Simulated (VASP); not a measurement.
Wanted: the native input for a VASP 6.6.1 run.

```
Task                   : relaxation of cell and atoms
Functional             : PBE
Potentials or basis    : VASP PAW PBE potentials, release 64 (Ge_d, Ga_d)
Cutoff                 : 600 eV
k mesh                 : 8 × 8 × 8
Occupations            : fermi-dirac, width 0.05 eV
Spin                   : no spin polarisation
Target pressure        : 2 GPa
Dipole correction      : no
Further INCAR settings : ALGO = Normal; EDIFF = 1e-06; IBRION = 2; EDIFFG = -0.01; NSW = 60; ISIF = 3
```

The structure of GaGe lies in POSCAR:

```
GaGe
1.0
    0.0000000000      2.8978440000      2.8978440000
    2.8978440000      0.0000000000      2.8978440000
    2.8978440000      2.8978440000      0.0000000000
Ge Ga
1 1
Direct
    0.0000000000      0.0000000000      0.0000000000
    0.2500000000      0.2500000000      0.2500000000
```

These files were run (other wordings do the same):

INCAR

```
SYSTEM = GaGe
ALGO = Normal ; EDIFF = 1E-6
EDIFFG = -0.01 ; ENCUT = 600
GGA = PE ; IBRION = 2
ISIF = 3 ; ISMEAR = -1
LASPH = .TRUE. ; LCHARG = .FALSE.
LREAL = .FALSE. ; LWAVE = .FALSE.
NELM = 80 ; NSW = 60
PREC = Accurate ; PSTRESS = 20.0
SIGMA = 0.05
```

KPOINTS

```
k-points
0
G
  8 8 8
  0 0 0
```

Potentials or basis: VASP PAW PBE potentials, release 64 (Ge_d, Ga_d).

Launch:

```bash
$ cat potpaw_PBE.64/Ge_d/POTCAR potpaw_PBE.64/Ga_d/POTCAR > POTCAR
$ mpirun -np 1 vasp_std > vasp.out
```

Results of the run:

```
Relaxed volume                                         : 23.58 Å³/atom
Relaxed cell                                           : a = 4.056 Å, b = 4.056 Å, c = 4.056 Å, α = 60.00°, β = 60.00°, γ = 60.00°
Space group after relaxing (to 0.05 Å)                 : F-43m (No. 216)
Energy change on relaxing (the enthalpy is what falls) : +5.1 meV/atom
Ionic steps                                            : 7
Pressure after relaxing                                : 2.0 GPa
```

Caveat: the cell is relaxed towards a set pressure, so the enthalpy falls and the energy may rise.

Run time: 51 s on 1 thread of Intel(R) Xeon(R) 6975P-C (Granite Rapids), with other jobs on the host, peak memory 0.23 GiB.
